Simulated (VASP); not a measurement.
# AlN (Cm) in VASP: a series of runs

AlN is run at these levels: PBE; tasks: single point.

Program: VASP 6.6.1. These are calculated values, not measurements. Logs are shortened: lines on timing, memory, paths and dates and some standing lists are left out, and cuts for length are marked.

## 1. The cell of the first run

Symmetry: Cm, No. 8, monoclinic system. Conventional cell: a = 5.422 Å, b = 3.130 Å, c = 10.287 Å, α = 90.00°, β = 102.69°, γ = 90.00°. Al (site symmetry m) has 3 N at 1.90 Å within 2.5 Å. Al (site symmetry m) has 4 N at 1.90 to 1.91 Å within 2.5 Å. Within 2.5 Å of Al (site symmetry m) lie 4 N at 1.90 to 1.91 Å. Within 2.5 Å of Al (site symmetry m) lie 4 N at 1.90 to 1.91 Å. Within 2.5 Å of N (site symmetry m) lie 3 Al at 1.90 Å. Within 2.5 Å of N (site symmetry m) lie 4 Al at 1.90 to 1.91 Å. N (site symmetry m) has 4 Al at 1.90 to 1.91 Å within 2.5 Å. N (site symmetry m) has 4 Al at 1.90 to 1.91 Å within 2.5 Å.

## 2. Single point, PBE

The input, INCAR:

```
PREC     = Accurate       # precision mode
ENCUT    = 520            # plane-wave cutoff, eV
EDIFF    = 1E-6           # SCF threshold, eV
ISMEAR   = 0              # smearing method
SIGMA    = 0.05           # smearing width, eV
LREAL    = F              # projectors in reciprocal space
LASPH    = T              # aspherical terms in the spheres
NELM     = 60             # most SCF steps
ALGO     = Normal         # electronic algorithm
ISIF     = 2              # what is computed and relaxed
LWAVE    = F              # write WAVECAR
LCHARG   = F              # write CHGCAR
GGA      = PE             # functional
NBANDS   = 26             # bands
```

The input, KPOINTS:

```
Automatic mesh
0
Gamma
  8 8 3
```

The input, POSCAR:

```
AlN
1.0
   -3.1302395629      0.0000000000      0.0000000000
   -1.5651197814     -2.7108669814      0.0000000000
   -1.9565562388     -1.1296182712     10.0359593112
Al N
4 4
Direct
   -0.0436194699     -0.0436194699      0.9046143587
    0.1647305301      0.1647305301      0.4046143587
    0.6022388634      0.6022388634      0.1546143587
    0.3938888634      0.3938888634      0.6546143587
    0.2935861366      0.2935861366      0.0953856413
    0.0852361366      0.0852361366      0.5953856413
    0.5227444699      0.5227444699      0.3453856413
    0.3143944699      0.3143944699      0.8453856413
```

Potentials or basis: VASP PAW PBE potentials, release 64 (Al, N).

Started as:

```sh
cat potpaw_PBE.64/Al/POTCAR potpaw_PBE.64/N/POTCAR > POTCAR
mpirun -np 1 vasp_std > vasp.out
```

OUTCAR:

```text
PREC = Accurate
   ENCUT = 520
   EDIFF = 1E-6
   ISMEAR = 0
   LREAL = F
   LASPH = T
   NELM = 60
   ISIF = 2
   GGA = PE

 ion  position               nearest neighbor table
   1  0.956  0.956  0.905-   8 1.90   8 1.90   8 1.90   5 2.51   5 2.51   3 2.85   4 3.09   4 3.09
                             4 3.09   3 3.25   3 3.25
   2  0.165  0.165  0.405-   7 1.90   7 1.90   7 1.90   6 1.91   3 3.09   4 3.09   4 3.09   3 3.09
                             4 3.09   3 3.09
   3  0.602  0.602  0.155-   5 1.90   5 1.90   5 1.90   7 1.91   1 2.85   2 3.09   2 3.09   2 3.09
                             1 3.25   1 3.25
   4  0.394  0.394  0.655-   6 1.90   6 1.90   6 1.90   8 1.91   1 3.09   2 3.09   2 3.09   1 3.09
                             2 3.09   1 3.09
   5  0.294  0.294  0.095-   3 1.90   3 1.90   3 1.90   1 2.51   1 2.51
   6  0.085  0.085  0.595-   4 1.90   4 1.90   4 1.90   2 1.91
   7  0.523  0.523  0.345-   2 1.90   2 1.90   2 1.90   3 1.91
   8  0.314  0.314  0.845-   1 1.90   1 1.90   1 1.90   4 1.91

  LATTYP: Found a base centered monoclinic cell.
 ALAT       =     5.4217339628
 B/A-ratio  =     0.5773502692
 C/A-ratio  =     1.8973837374
 COS(beta)  =    -0.2196181994

  Lattice vectors:

 A1 = (   3.1302395629,   0.0000000000,   0.0000000000)
 A2 = (   1.5651197814,   2.7108669814,   0.0000000000)
 A3 = (  -1.9565562388,  -1.1296182712,  10.0359593112)

Analysis of symmetry for initial positions (statically):
=====================================================================
 Subroutine PRICEL returns:
 Original cell was already a primitive cell.

 Routine SETGRP: Setting up the symmetry group for a
 base centered monoclinic supercell.

 Subroutine GETGRP returns: Found  2 space group operations
 (whereof  2 operations were pure point group operations)
 out of a pool of  4 trial point group operations.

The static configuration has the point symmetry C_1h.

Analysis of symmetry for dynamics (positions and initial velocities):
=====================================================================
 Subroutine PRICEL returns:
 Original cell was already a primitive cell.

 Routine SETGRP: Setting up the symmetry group for a
 base centered monoclinic supercell.

 Subroutine GETGRP returns: Found  2 space group operations
 (whereof  2 operations were pure point group operations)
 out of a pool of  4 trial point group operations.

The dynamic configuration has the point symmetry C_1h.

 Subroutine INISYM returns: Found  2 space group operations
 (whereof  2 operations are pure point group operations),
 and found     1 'primitive' translations

[... 110 lines left out ...]
   IBRION =     -1    ionic relax: 0-MD 1-quasi-New 2-CG
   NFREE  =      0    steps in history (QN), initial steepest desc. (CG)
   ISIF   =      2    stress and relaxation
   ISYM   =      2    0-nonsym 1-usesym 2-fastsym
   POTIM  = 0.5000    time-step for ionic-motion
   TEBEG  =    0.0;   TEEND  =   0.0 temperature during run
   PSTRESS=    0.0 pullay stress
   NELECT =      32.0000    total number of electrons
   NUPDOWN=      -1.0000    fix difference up-down
   EMIN   =  10.00;   EMAX   =-10.00  energy-range for DOS
   EFERMI =   0.00;   METHOD = LEGACY
   ISMEAR =     0;   SIGMA  =   0.05  broadening in eV -4-tet -1-fermi 0-gaus
   EFERMI_NEDOS =   21; number of points for ismear=-14 and -15
   IALGO  =     38    algorithm
   IMIX   =      4    mixing-type and parameters
     AMIX     =   0.40;   BMIX     =  1.00
     AMIX_MAG =   1.60;   BMIX_MAG =  1.00
  volume/ion in A,a.u.               =      10.65        71.84
  Fermi-wavevector in a.u.,A,eV,Ry     =   1.181345  2.232418 18.987951  1.395575
  Thomas-Fermi vector in A             =   2.317620
   LORBIT       =      0    0 simple, 1 ext, 2 COOP (PROOUT), +10 PAW based schemes
   GGA     = PE    functional components
   LHFCALC =     F    Hartree Fock is set to
   AEXX    =    0.0000 exact exchange contribution
   IVDW    =     0    specifies the selected vdW correction
   LEPSILON=     F    determine dielectric tensor
   LRPA    =     F    only Hartree local field effects (RPA)
 non-spin polarized calculation
 Gauss-broadening in eV      SIGMA  =   0.05
  energy-cutoff  :      520.00
  volume of cell :       85.16
 maximum number of plane-waves:      2315
   NGX = 11   NGY = 11   NGZ = 39

 number of electron      31.9999996 magnetization

 Free energy of the ion-electron system (eV)
  ---------------------------------------------------
  ext. energy  EPLUGINS =         0.00000000
  ---------------------------------------------------
  free energy    TOTEN  =       -57.82383753 eV

  energy without entropy =      -57.82383753  energy(sigma->0) =      -57.82383753

 E-fermi :   6.8221     XC(G=0): -10.8712

 val. band max:        6.5905916866   @ k =   0.1250  -0.0000   0.0000
 cond. band min:       9.2762612993   @ k =   0.0000   0.0000   0.0000
 fundamental gap:      2.6856696127
 Fermi energy:         6.8220843499

 k-point     1 :       0.0000    0.0000    0.0000
  band No.  band energies     occupation
      1      -9.0367      2.00000
      2      -8.1664      2.00000
      3      -8.0821      2.00000
      4      -6.8515      2.00000
      5       0.1611      2.00000
      6       2.6831      2.00000
[... 685 lines left out ...]
     25      16.5218      0.00000
     26      17.2997      0.00000

 [... further k-points ...]
[... 5 lines left out ...]
  --------------------------------------------------------------------------------------
  -------------------------------------------------------------------------------------
  Total       -2.0302047     -3.7804352      4.0711421      1.5157441     -1.0931756     -1.8934358
  in kB      -38.1949314    -71.1226131     76.5917801     28.5162088    -20.5662849    -35.6218515
  external PRESSURE =     -10.9085882 kB  Pullay stress =       0.0000000 kB

 VOLUME and BASIS-vectors are now :
 -----------------------------------------------------------------------------
  energy-cutoff  :      520.00
  volume of cell :       85.16
      direct lattice vectors                 reciprocal lattice vectors
    -3.130239563  0.000000000  0.000000000    -0.319464367  0.184442838 -0.041520694
    -1.565119781 -2.710866981  0.000000000     0.000000000 -0.368885676 -0.041520694
    -1.956556239 -1.129618271 10.035959311     0.000000000  0.000000000  0.099641695

 POSITION                                       TOTAL-FORCE (eV/Angst)
 -----------------------------------------------------------------------------------
     -6.26048     -3.61449      9.07867         0.040019      0.023105      0.050279
     -1.56512     -0.90362      4.06069        -0.003302     -0.001907     -0.180953
     -3.13024     -1.80724      1.55170         0.241225      0.139271      0.864619
     -3.13024     -1.80724      6.56968         0.068496      0.039546     -0.289102
     -1.56512     -0.90362      0.95729        -0.841425     -0.485797      0.422155
     -1.56512     -0.90362      5.97527         0.019795      0.011428      0.093925
     -3.13024     -1.80724      3.46628        -0.059069     -0.034103      0.153437
     -3.13024     -1.80724      8.48426         0.534260      0.308455     -1.114359
 -----------------------------------------------------------------------------------
    total drift:                               -0.000582     -0.000336     -0.000310

  FREE ENERGIE OF THE ION-ELECTRON SYSTEM (eV)
  ---------------------------------------------------
  free  energy   TOTEN  =       -57.8238375294 eV

  energy  without entropy=      -57.8238375294  energy(sigma->0) =      -57.82383753
```

Wall time 47 s (1 thread of Intel Xeon 6975P-C (Granite Rapids), shared host); peak memory 0.25 GiB.

Results:

| Property | Result |
| --- | --- |
| Free energy | -57.8238 eV |
| Pressure | -1.1 GPa |
| Largest force | 1.274 eV/Å |
| Band gap on the k mesh | 2.69 eV, indirect (least direct gap 2.71 eV) |

Forces on the atoms (eV/Å):
```
Al   0.040  0.023  0.050
Al  -0.003 -0.002 -0.181
Al   0.241  0.139  0.865
Al   0.068  0.040 -0.289
N   -0.841 -0.486  0.422
N    0.020  0.011  0.094
N   -0.059 -0.034  0.153
N    0.534  0.308 -1.114
```

Caveat: forces of over 1 eV/Å act on the atoms, so gaps and moduli don't describe the material at rest. A k mesh can miss the band edges.

[end of part 1 of 2]
